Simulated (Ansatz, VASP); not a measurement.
## One calculation of NaInTe, two programs

```xyz
3
Lattice="3.5379 0.0000 0.0000 0.0000 5.7966 0.0000 0.0000 0.0000 6.3149" Properties=species:S:1:pos:R:3 pbc="T T T"
Na    0.0000    0.0000    3.1575
In    0.0000    2.8983    0.0000
Te    0.0000    2.8983    3.1575
```

Alike in both runs: functional PBE; k mesh 6 × 4 × 4; occupations gaussian, width 0.1 eV; no spin polarisation.

Ansatz relaxed the structure, and its values are those at the end. VASP's run is a single point on that final structure, the one shown.

|  | VASP | Ansatz |
| --- | --- | --- |
| version | VASP 6.6.1 | Ansatz 0.2.0 |
| potentials or method | VASP PAW PBE potentials, release 64 (Na_pv, In_d, Te), cutoff 520 eV | scalar-relativistic, plane waves, PAW |
| valence electrons in the cell | 26 | 38 |

```csv
,VASP,Ansatz,Ansatz less VASP
gap on the k mesh at the Fermi level (eV),none,none,-
pressure (GPa),0.0,0.0,0.00
```

A gap of «none» marks a metal or a gap that the smearing closes. With one functional, cell and mesh, what is left measures potentials, basis and numerics. VASP's potentials hold 26 valence electrons a cell and Ansatz's 38, so a difference there can come from the potentials and not from the codes.

Neither program's run includes spin-orbit coupling.
